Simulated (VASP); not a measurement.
# Ir (Fm-3m) in VASP: further runs

The runs below take Ir through single point, relaxation of cell and atoms, with PBEsol.

Everything below comes from runs of VASP 6.6.1. Logs are shortened: lines on timing, memory, paths and dates and some standing lists are left out, and cuts for length are marked.

### 1 The cell of the first run

The structure is cubic, space group Fm-3m (No. 225). The conventional cell has a = 3.830 Å, b = 3.830 Å, c = 3.830 Å, α = 90.00°, β = 90.00°, γ = 90.00°. Ir (site symmetry m-3m) has 12 Ir at 2.71 Å within 3.6 Å.

### 2 Single point, PBEsol

INCAR

```
  ALGO = Fast
  EDIFF = 1E-6
  ENCUT = 520
  GGA = PS
  ISIF = 2
  ISMEAR = 0
  LASPH = True
  LCHARG = False
  LREAL = False
  LWAVE = False
  NBANDS = 10
  NELM = 80
  PREC = Accurate
  SIGMA = 0.1
```

KPOINTS

```
k-points
0
Gamma
  18 18 18
```

POSCAR

```
Ir
1.0
    0.0000000000      1.9151294299      1.9151294299
    1.9151294299      0.0000000000      1.9151294299
    1.9151294299      1.9151294299      0.0000000000
Ir
1
Direct
    0.0000000000      0.0000000000      0.0000000000
```

Potentials or basis: VASP PAW PBE potentials, release 64 (Ir).

On the command line:

```bash
$ cat potpaw_PBE.64/Ir/POTCAR > POTCAR
$ mpirun -np 1 vasp_std > vasp.out
```

OUTCAR:

```text
EDIFF = 1E-6
   ENCUT = 520
   GGA = PS
   ISIF = 2
   ISMEAR = 0
   LASPH = True
   LREAL = False
   NELM = 80
   PREC = Accurate

 ion  position               nearest neighbor table
   1  0.000  0.000  0.000-

  LATTYP: Found a face centered cubic cell.
 ALAT       =     3.8302588598

  Lattice vectors:

 A1 = (   0.0000000000,   1.9151294299,   1.9151294299)
 A2 = (   1.9151294299,   0.0000000000,   1.9151294299)
 A3 = (   1.9151294299,   1.9151294299,   0.0000000000)

Analysis of symmetry for initial positions (statically):
=====================================================================
 Subroutine PRICEL returns:
 Original cell was already a primitive cell.

 Routine SETGRP: Setting up the symmetry group for a
 face centered cubic supercell.

 Subroutine GETGRP returns: Found 48 space group operations
[... 9 lines left out ...]

 Routine SETGRP: Setting up the symmetry group for a
 face centered cubic supercell.

 Subroutine GETGRP returns: Found 48 space group operations
[... 11 lines left out ...]
                                     Primitive cell

  volume of cell :      14.0483

  direct lattice vectors                    reciprocal lattice vectors
     0.000000000  1.915129430  1.915129430    -0.261078960  0.261078960  0.261078960
     1.915129430  0.000000000  1.915129430     0.261078960 -0.261078960  0.261078960
     1.915129430  1.915129430  0.000000000     0.261078960  0.261078960 -0.261078960

  length of vectors
     2.708402013  2.708402013  2.708402013     0.452202024  0.452202024  0.452202024

  position of ions in fractional coordinates (direct lattice)
     0.000000000  0.000000000  0.000000000

  ion indices of the primitive-cell ions
   primitive index   ion index
                 1           1

----------------------------------------------------------------------------------------

 KPOINTS: k-points

Automatic generation of k-mesh.
 Grid dimensions read from file:
 generate k-points for:   18   18   18

 Generating k-lattice:

  Cartesian coordinates                     Fractional coordinates (reciprocal lattice)
    -0.014504387  0.014504387  0.014504387     0.055555556  0.000000000  0.000000000
     0.014504387 -0.014504387  0.014504387     0.000000000  0.055555556  0.000000000
     0.014504387  0.014504387 -0.014504387     0.000000000  0.000000000  0.055555556

  Length of vectors
     0.025122335  0.025122335  0.025122335

  Shift w.r.t. Gamma in fractional coordinates (k-lattice)
     0.000000000  0.000000000  0.000000000

 Subroutine IBZKPT returns following result:
 ===========================================

 Found    195 irreducible k-points:

 Following reciprocal coordinates:
            Coordinates               Weight
  0.000000  0.000000  0.000000      1.000000
  0.055556  0.000000  0.000000      8.000000
  0.111111  0.000000  0.000000      8.000000
  0.166667  0.000000  0.000000      8.000000
  0.222222  0.000000  0.000000      8.000000
  0.277778  0.000000  0.000000      8.000000
[... 16 lines left out ...]
 -0.277778  0.055556  0.000000     24.000000
 -0.222222  0.055556  0.000000     24.000000
 [... further k-points ...]
   k-points           NKPTS =    195   k-points in BZ     NKDIM =    195   number of bands    NBANDS=     10
   number of dos      NEDOS =    301   number of ions     NIONS =      1
   total plane-waves  NPLWV =   8000
   dimension x,y,z NGX =    20 NGY =   20 NGZ =   20
   dimension x,y,z NGXF=    40 NGYF=   40 NGZF=   40
   ions per type =               1
   NGX,Y,Z   is equivalent  to a cutoff of  12.28, 12.28, 12.28 a.u.
   NGXF,Y,Z  is equivalent  to a cutoff of  24.55, 24.55, 24.55 a.u.
 SYSTEM =  unknown system
   PREC   = accura    normal or accurate (medium, high low for compatibility)
   ISTART =      0    job   : 0-new  1-cont  2-samecut
   ICHARG =      2    charge: 1-file 2-atom 10-const
   ISPIN  =      1    spin polarized calculation?
   LNONCOLLINEAR =      F non collinear calculations
   LSORBIT =      F    spin-orbit coupling
   LASPH  =      T    aspherical Exc in radial PAW
   ENCUT  =  520.0 eV  38.22 Ry    6.18 a.u.   5.04  5.04  5.04*2*pi/ulx,y,z
   NELM   =     80;   NELMIN=  2; NELMDL= -5     # of ELM steps
   EDIFF  = 0.1E-05   stopping-criterion for ELM
   LREAL  =      F    real-space projection
   EDIFFG = 0.1E-04   stopping-criterion for IOM
   NSW    =      0    number of steps for IOM
   IBRION =     -1    ionic relax: 0-MD 1-quasi-New 2-CG
   NFREE  =      0    steps in history (QN), initial steepest desc. (CG)
   ISIF   =      2    stress and relaxation
   ISYM   =      2    0-nonsym 1-usesym 2-fastsym
   POTIM  = 0.5000    time-step for ionic-motion
   TEBEG  =    0.0;   TEEND  =   0.0 temperature during run
   PSTRESS=    0.0 pullay stress
   NELECT =       9.0000    total number of electrons
   NUPDOWN=      -1.0000    fix difference up-down
   EMIN   =  10.00;   EMAX   =-10.00  energy-range for DOS
   EFERMI =   0.00;   METHOD = LEGACY
   ISMEAR =     0;   SIGMA  =   0.10  broadening in eV -4-tet -1-fermi 0-gaus
   EFERMI_NEDOS =   21; number of points for ismear=-14 and -15
   IALGO  =     68    algorithm
   IMIX   =      4    mixing-type and parameters
     AMIX     =   0.40;   BMIX     =  1.00
     AMIX_MAG =   1.60;   BMIX_MAG =  1.00
  volume/ion in A,a.u.               =      14.05        94.80
  Fermi-wavevector in a.u.,A,eV,Ry     =   1.411283  2.666939 27.099004  1.991721
  Thomas-Fermi vector in A             =   2.533151
   LORBIT       =      0    0 simple, 1 ext, 2 COOP (PROOUT), +10 PAW based schemes
   GGA     = PS    functional components
   LHFCALC =     F    Hartree Fock is set to
   AEXX    =    0.0000 exact exchange contribution
   IVDW    =     0    specifies the selected vdW correction
   LEPSILON=     F    determine dielectric tensor
   LRPA    =     F    only Hartree local field effects (RPA)
 non-spin polarized calculation
 RMM-DIIS sequential band-by-band and
 Gauss-broadening in eV      SIGMA  =   0.10
  energy-cutoff  :      520.00
  volume of cell :       14.05
 maximum number of plane-waves:       388
   NGX =  9   NGY =  9   NGZ =  9

 number of electron       9.0000000 magnetization

 Free energy of the ion-electron system (eV)
  ---------------------------------------------------
  ext. energy  EPLUGINS =         0.00000000
  ---------------------------------------------------
  free energy    TOTEN  =        -9.82326824 eV

  energy without entropy =       -9.81824343  energy(sigma->0) =       -9.82075583

 E-fermi :  10.4072     XC(G=0): -14.1427

 val. band max:       10.4000707433   @ k =   0.5000   0.2222   0.1111
 cond. band min:      10.4168523238   @ k =   0.3333   0.1111   0.0556
 fundamental gap:      0.0167815805
 Fermi energy:        10.4072088882

 k-point     1 :       0.0000    0.0000    0.0000
  band No.  band energies     occupation
      1      -0.8983      2.00000
      2       6.4242      2.00000
      3       6.4242      2.00000
      4       6.4242      2.00000
      5       9.1707      2.00000
      6       9.1707      2.00000
      7      24.6727      0.00000
      8      30.2888      0.00000
      9      30.2888      0.00000
     10      30.2888      0.00000

 k-point     2 :       0.0556    0.0000    0.0000
  band No.  band energies     occupation
      1      -0.7596      2.00000
      2       6.3488      2.00000
      3       6.4850      2.00000
      4       6.4850      2.00000
      5       9.1306      2.00000
      6       9.1306      2.00000
      7      24.9146      0.00000
      8      29.5354      0.00000
      9      30.5180      0.00000
     10      30.5180      0.00000

 k-point     3 :       0.1111    0.0000    0.0000
  band No.  band energies     occupation
      1      -0.3577      2.00000
      2       6.1555      2.00000
      3       6.6445      2.00000
      4       6.6445      2.00000
      5       9.0430      2.00000
      6       9.0430      2.00000
      7      25.5788      0.00000
      8      28.0700      0.00000
      9      31.1845      0.00000
     10      31.1845      0.00000

 k-point     4 :       0.1667    0.0000    0.0000
  band No.  band energies     occupation
      1       0.2581      2.00000
      2       5.9363      2.00000
      3       6.8240      2.00000
      4       6.8240      2.00000
      5       9.0082      2.00000
      6       9.0082      2.00000
      7      26.2631      0.00000
      8      26.7206      0.00000
      9      32.2250      0.00000
     10      32.2250      0.00000

 k-point     5 :       0.2222    0.0000    0.0000
  band No.  band energies     occupation
      1       0.9818      2.00000
      2       5.8394      2.00000
      3       6.9000      2.00000
      4       6.9000      2.00000
      5       9.1694      2.00000
      6       9.1694      2.00000
      7      24.9156      0.00000
      8      27.1832      0.00000
      9      33.5142      0.00000
     10      33.5142      0.00000

 k-point     6 :       0.2778    0.0000    0.0000
  band No.  band energies     occupation
      1       1.6272      2.00000
      2       6.0703      2.00000
      3       6.8189      2.00000
      4       6.8189      2.00000
      5       9.5816      2.00000
      6       9.5816      2.00000
      7      23.3580      0.00000
      8      26.8898      0.00000
      9      34.3713      0.00000
     10      34.5159      0.00000
[... 183 lines left out ...]
 k-point    21 :      -0.3889    0.0556    0.0000
  band No.  band energies     occupation
      1       2.2741      2.00000
      2       6.3549      2.00000
      3       6.5140      2.00000
      4       7.9846      2.00000
      5      10.6145      0.00338
      6      11.4753      0.00000
      7      19.3031      0.00000
      8      24.9283      0.00000
      9      30.2444      0.00000
     10      31.5967      0.00000

 k-point    22 :      -0.3333    0.0556    0.0000
  band No.  band energies     occupation
      1       2.2003      2.00000
      2       6.5226      2.00000
      3       6.6658      2.00000
      4       6.9276      2.00000
      5       9.9924      2.00000
      6      10.9076      0.00000
      7      21.1167      0.00000
      8      25.7053      0.00000
      9      31.1520      0.00000
     10      33.2336      0.00000

 k-point    23 :      -0.2778    0.0556    0.0000
  band No.  band energies     occupation
      1       1.9122      2.00000
      2       6.0885      2.00000
      3       6.7398      2.00000
      4       6.8499      2.00000
      5       9.3594      2.00000
      6      10.2898      1.90309
      7      22.9125      0.00000
      8      26.7255      0.00000
      9      32.2103      0.00000
     10      34.2105      0.00000

 k-point    24 :      -0.2222    0.0556    0.0000
  band No.  band energies     occupation
      1       1.3347      2.00000
      2       5.7439      2.00000
      3       6.8890      2.00000
      4       6.9829      2.00000
      5       8.8694      2.00000
      6       9.7433      2.00000
      7      24.5295      0.00000
      8      27.3613      0.00000
      9      32.4812      0.00000
     10      33.7053      0.00000

 [... further k-points ...]
[... 5 lines left out ...]
  --------------------------------------------------------------------------------------
  -------------------------------------------------------------------------------------
  Total        0.0749265      0.0749265      0.0749265      0.0000000     -0.0000000      0.0000000
  in kB        8.5451916      8.5451916      8.5451916      0.0000000     -0.0000000      0.0000000
  external PRESSURE =       8.5451916 kB  Pullay stress =       0.0000000 kB

 VOLUME and BASIS-vectors are now :
 -----------------------------------------------------------------------------
  energy-cutoff  :      520.00
  volume of cell :       14.05
      direct lattice vectors                 reciprocal lattice vectors
     0.000000000  1.915129430  1.915129430    -0.261078960  0.261078960  0.261078960
     1.915129430  0.000000000  1.915129430     0.261078960 -0.261078960  0.261078960
     1.915129430  1.915129430  0.000000000     0.261078960  0.261078960 -0.261078960

 POSITION                                       TOTAL-FORCE (eV/Angst)
 -----------------------------------------------------------------------------------
      0.00000      0.00000      0.00000         0.000000      0.000000      0.000000
 -----------------------------------------------------------------------------------
    total drift:                                0.000000     -0.000000     -0.000000

  FREE ENERGIE OF THE ION-ELECTRON SYSTEM (eV)
  ---------------------------------------------------
  free  energy   TOTEN  =        -9.8232682388 eV

  energy  without entropy=       -9.8182434305  energy(sigma->0) =       -9.82075583
```

Wall time 27 s (1 thread of Intel Xeon Platinum 8259CL at 2.50GHz (Skylake/Cascade Lake), shared host); peak memory 0.15 GiB.

What came out:

* Free energy: -9.8233 eV
* Pressure: 0.9 GPa

Levels at points of the mesh, in eV from the Fermi level:
```
           k point  band 1  band 2  band 3  band 4  band 5  band 6  band 7  band 8
(0.00, 0.00, 0.00)  -11.31   -3.98   -3.98   -3.98   -1.24   -1.24   14.27   19.88
(0.50, 0.00, 0.00)   -8.26   -4.08   -4.08   -0.88    0.88    0.88    7.26   13.79
(0.50, 0.50, 0.00)   -8.06   -7.48    0.86    1.46    1.46    1.61   10.52   11.66
```

Caveat: the PAW data sets were made with another functional, which shifts forces and pressure a little; spin-orbit coupling is left out, which moves the levels of the heavy elements.

### 3 Relaxation of cell and atoms, PBEsol

INCAR

```
SYSTEM = Ir
PREC     = Accurate       ! precision mode
ENCUT    = 600            ! plane-wave cutoff, eV
EDIFF    = 1E-6           ! SCF threshold, eV
ISMEAR   = 0              ! smearing method
SIGMA    = 0.1            ! smearing width, eV
LREAL    = .FALSE.        ! projectors in reciprocal space
LASPH    = .TRUE.         ! aspherical terms in the spheres
NELM     = 100            ! most SCF steps
ALGO     = Normal         ! electronic algorithm
ISIF     = 3              ! what is computed and relaxed
LWAVE    = .FALSE.        ! write WAVECAR
LCHARG   = .FALSE.        ! write CHGCAR
GGA      = PS             ! functional
IBRION   = 2              ! ionic algorithm
NSW      = 100            ! ionic steps
EDIFFG   = -0.005         ! ionic threshold
```

KPOINTS

```
regular mesh
0
G
  18 18 18
  0 0 0
```

POSCAR

```
Ir
1.0
    0.0000000000      1.9156000000      1.9156000000
    1.9156000000      0.0000000000      1.9156000000
    1.9156000000      1.9156000000      0.0000000000
Ir
1
Direct
    0.0000000000      0.0000000000      0.0000000000
```

Potentials or basis: VASP PAW PBE potentials, release 64 (Ir).

On the command line:

```bash
$ cat potpaw_PBE.64/Ir/POTCAR > POTCAR
$ mpirun -np 1 vasp_std > vasp.out
```

Run time: 31 s. Hardware: 1 thread of Intel Xeon Platinum 8259CL at 2.50GHz (Skylake/Cascade Lake), shared host; peak memory 0.17 GiB.

Results (log left out):

```
Free energy                            : -9.8234 eV
Relaxed volume                         : 14.09 Å³/atom
Relaxed cell                           : a = 2.711 Å, b = 2.711 Å, c = 2.711 Å, α = 60.00°, β = 60.00°, γ = 60.00°
Space group after relaxing (to 0.05 Å) : Fm-3m (No. 225)
Energy gained by relaxing              : 0.1 meV/atom
Ionic steps                            : 3
Pressure after relaxing                : 0.0 GPa
```

Final structure:
```xyz
1
Lattice="0.0000 1.9168 1.9168 1.9168 0.0000 1.9168 1.9168 1.9168 0.0000" Properties=species:S:1:pos:R:3 pbc="T T T"
Ir    0.0000    0.0000    0.0000
```

Levels at points of the mesh, in eV from the Fermi level:
```
           k point  band 1  band 2  band 3  band 4  band 5  band 6  band 7  band 8
(0.00, 0.00, 0.00)  -11.28   -3.97   -3.97   -3.97   -1.23   -1.23   14.27   19.87
(0.50, 0.00, 0.00)   -8.23   -4.07   -4.07   -0.87    0.87    0.87    7.23   13.80
(0.50, 0.50, 0.00)   -8.03   -7.45    0.85    1.45    1.45    1.61   10.48   11.65
```

Caveat: the PAW data sets were made with another functional, which shifts forces and pressure a little; spin-orbit coupling is left out, which moves the levels of the heavy elements.
